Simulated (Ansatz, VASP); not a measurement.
# BaS in VASP and in Ansatz

File INCAR:

```
  ALGO = Normal
  EDIFF = 1E-6
  ENCUT = 520
  GGA = PE
  ISIF = 2
  ISMEAR = 0
  LASPH = True
  LCHARG = False
  LREAL = False
  LWAVE = False
  NBANDS = 15
  NELM = 100
  PREC = Accurate
  SIGMA = 0.02
```

Contents of KPOINTS:

```
k-points
0
Gamma
  8 8 8
```

POSCAR

```
BaS
1.0
    0.0000000000      3.2138164046      3.2138164046
    3.2138164046      0.0000000000      3.2138164046
    3.2138164046      3.2138164046      0.0000000000
Ba S
1 1
Direct
    0.0000000000      0.0000000000      0.0000000000
    0.5000000000      0.5000000000      0.5000000000
```

Input for Ansatz:

```yaml
crystal:
  lattice:
    - [0.0, 3.2138164046, 3.2138164046]
    - [3.2138164046, 0.0, 3.2138164046]
    - [3.2138164046, 3.2138164046, 0.0]
  atoms:
    - { symbol: Ba, position: [0.0, 0.0, 0.0] }
    - { symbol: S, position: [0.5, 0.5, 0.5] }
basis:
  ecutwfc: 420
kpoints:
  mp_grid: { grid: [8, 8, 8] }
  band_path:
    path:
      - [[0.0, 0.0, 0.0], [0.5, 0.0, 0.5], [0.625, 0.25, 0.625]]
      - [[0.375, 0.375, 0.75], [0.0, 0.0, 0.0], [0.5, 0.5, 0.5], [0.5, 0.25, 0.75], [0.5, 0.0, 0.5]]
    npoints: 14
hamiltonian:
  xc: pbe
scf:
  occupations: { method: gaussian, width: 0.02 }
  n_extra_bands: 6
output:
  forces: true
  stress: true
  eigenvalues: true
  populations: true
  dos: { projected: true, de: 0.02, nscf_kmesh: { grid: [12, 12, 12] } }
  bader: true
  write_density: true
  write_potential: true
  elf: true
  volumetric_format: npy
```

Alike in both runs: task single point; functional PBE; k mesh 8 × 8 × 8; occupations gaussian, width 0.02 eV; no spin polarisation.

```csv
,VASP,Ansatz
version,VASP 6.6.1,Ansatz 0.2.0
potentials or method,"VASP PAW PBE potentials, release 64 (Ba_sv, S), cutoff 520 eV","scalar-relativistic, plane waves, PAW"
valence electrons in the cell,16,16
```

|  | VASP | Ansatz | Ansatz less VASP |
| --- | --- | --- | --- |
| gap on the k mesh at the Fermi level (eV) | 2.14 | 2.23 | +0.095 |
| least direct gap on the mesh (eV) | 2.28 | 2.35 | +0.064 |
| pressure (GPa) | 0.6 | 0.0 | -0.55 |

Neither program's run includes spin-orbit coupling.
